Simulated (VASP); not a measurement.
**TePb: single point with PBEsol**

The system is TePb.

```
CELL_PARAMETERS angstrom
0.00000 3.22234 3.22234
3.22234 0.00000 3.22234
3.22234 3.22234 0.00000
ATOMIC_POSITIONS crystal
Te 0.50000 0.50000 0.50000
Pb 0.00000 0.00000 0.00000
```

```yaml
Program: VASP 6.6.1
Task: single point
Functional: PBEsol
Potentials_or_basis: VASP PAW PBE potentials, release 64 (Te, Pb_d)
Cutoff: 520 eV
k_mesh: 9 × 9 × 9
Occupations: fermi-dirac, width 0.05 eV
Spin: no spin polarisation
Dipole_correction: no
Further_INCAR_settings: ALGO = Normal; EDIFF = 1e-06; NBANDS = 17
```

```json
{
 "Pressure": "-0.1 GPa"
}
```

Levels at points of the mesh, in eV from the Fermi level:
```csv
k point,band 7,band 8,band 9,band 10,band 11,band 12,band 13,band 14
"(0.00, 0.00, 0.00)",-5.95,-1.72,-1.72,-1.72,3.71,3.71,3.71,5.39
```

Run time: 23 s on 1 thread of AMD EPYC 9R45 96-Core Processor (Zen 5) (shared host), peak memory 0.19 GiB.

Caveat: this odd mesh misses L, so gap, dielectric constants and Born charges aren't listed; the PAW data sets were made with another functional, which shifts forces and pressure a little; spin-orbit coupling is left out, which moves the levels of the heavy elements.
